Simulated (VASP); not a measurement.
Crystal: Eu.

```
CELL_PARAMETERS angstrom
-2.19395 2.19395 2.19395
2.19395 -2.19395 2.19395
2.19395 2.19395 -2.19395
ATOMIC_POSITIONS crystal
Eu 0.00000 0.00000 0.00000
```

Base run:

```yaml
Program: VASP 6.6.1
Functional: PBE
Potentials_or_basis: VASP PAW PBE potentials, release 64 (Eu)
Cutoff: 520 eV
k_mesh: 11 × 11 × 11
Occupations: fermi-dirac, width 0.05 eV
Spin: collinear spin, ferromagnetic start
Starting_moments: "[7.02] μB"
```

Its results: pressure -0.3 GPa; net moment 7.24 μB per cell; site moments Eu +6.66 μB.

Task: The run is repeated on the same cell with these changes: k mesh from 11 × 11 × 11 to 2 × 2 × 2. What comes out?

Result: Pressure -8.5 GPa; net moment 6.82 μB per cell; site moments Eu +6.54 μB.

Caveats: some runs use coarse meshes.
